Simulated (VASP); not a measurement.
Write the native input for VASP 6.6.1 that does the following.

| Quantity | Value |
| --- | --- |
| Task | single point |
| Functional | PBE |
| Potentials or basis | VASP PAW PBE potentials, release 64 (Pt) |
| Cutoff | 500 eV |
| k mesh | 8 × 8 × 8 |
| Occupations | methfessel-paxton, width 0.1 eV |
| Spin | no spin polarisation |
| Dipole correction | no |
| Further INCAR settings | ALGO = Normal; EDIFF = 1e-06; NBANDS = 11 |

The structure of Pt lies in POSCAR:

```
Pt
1.0
    0.0000000000      1.9609000000      1.9609000000
    1.9609000000      0.0000000000      1.9609000000
    1.9609000000      1.9609000000      0.0000000000
Pt
1
Direct
    0.0000000000      0.0000000000      0.0000000000
```

These files were run (other wordings do the same):

INCAR

```
SYSTEM = Pt
PREC = Accurate
ENCUT = 500
EDIFF = 1E-6
ISMEAR = 1
SIGMA = 0.1
LREAL = .False.
LASPH = .True.
NELM = 120
ALGO = Normal
ISIF = 2
LWAVE = .False.
LCHARG = .False.
GGA = PE
NBANDS = 11
GGA_COMPAT = .False.
```

KPOINTS

```
regular mesh
0
Gamma
  8 8 8
  0 0 0
```

Potentials or basis: VASP PAW PBE potentials, release 64 (Pt).

Command:

```sh
$ cat potpaw_PBE.64/Pt/POTCAR > POTCAR
$ mpirun -np 1 vasp_std > vasp.out
```

It gave:

The pressure is 8.8 GPa. The band gap on the k mesh is zero (band 5 reaches 11.72 eV, above the bottom of band 6 at 9.50 eV).

Caveat: spin-orbit coupling is left out, which moves the levels of the heavy elements.

Wall time 9.9 s on 1 thread of Intel Xeon 8259CL (shared host), peak memory 0.13 GiB.
